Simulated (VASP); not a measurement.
Set up this calculation in VASP 6.6.1, as the native input.

| Quantity | Value |
| --- | --- |
| Task | single point |
| Functional | PBE |
| Potentials or basis | VASP PAW PBE potentials, release 64 (Y_sv) |
| Cutoff | 520 eV |
| k mesh | 12 × 12 × 12 |
| Occupations | fermi-dirac, width 0.1 eV |
| Spin | no spin polarisation |
| Dipole correction | no |
| Further INCAR settings | ALGO = Normal; EDIFF = 1e-07; NBANDS = 12 |

The structure of Y lies in POSCAR:

```
Y
1.0
   -2.0753156052      2.0753156052      2.0753156052
    2.0753156052     -2.0753156052      2.0753156052
    2.0753156052      2.0753156052     -2.0753156052
Y
1
Direct
    0.0000000000      0.0000000000      0.0000000000
```

This isn't the form of Y at room conditions, which is hcp.

These files were run (other wordings do the same):

INCAR

```
SYSTEM = Y
ALGO = Normal
EDIFF = 1E-7
ENCUT = 520
GGA = PE
ISIF = 2
ISMEAR = -1
LASPH = .True.
LCHARG = .True.
LELF = .True.
LREAL = .False.
LVHAR = .True.
LWAVE = .False.
NBANDS = 12
NELM = 60
PREC = Accurate
SIGMA = 0.1
```

KPOINTS

```
k-points
0
Gamma
  12 12 12
  0 0 0
```

Potentials or basis: VASP PAW PBE potentials, release 64 (Y_sv).

The run is started by

```console
$ cat potpaw_PBE.64/Y_sv/POTCAR > POTCAR
$ mpirun -np 1 vasp_std > vasp.out
```

Results of the run:

```yaml
Pressure: -2.7 GPa
Band_gap_on_the_k_mesh: zero (an odd number of electrons rules out a gap without spin polarisation)
```

Run time: 16 s on 1 thread of AMD EPYC 9R45 96-Core Processor (Zen 5), on a shared host, peak memory 0.16 GiB.
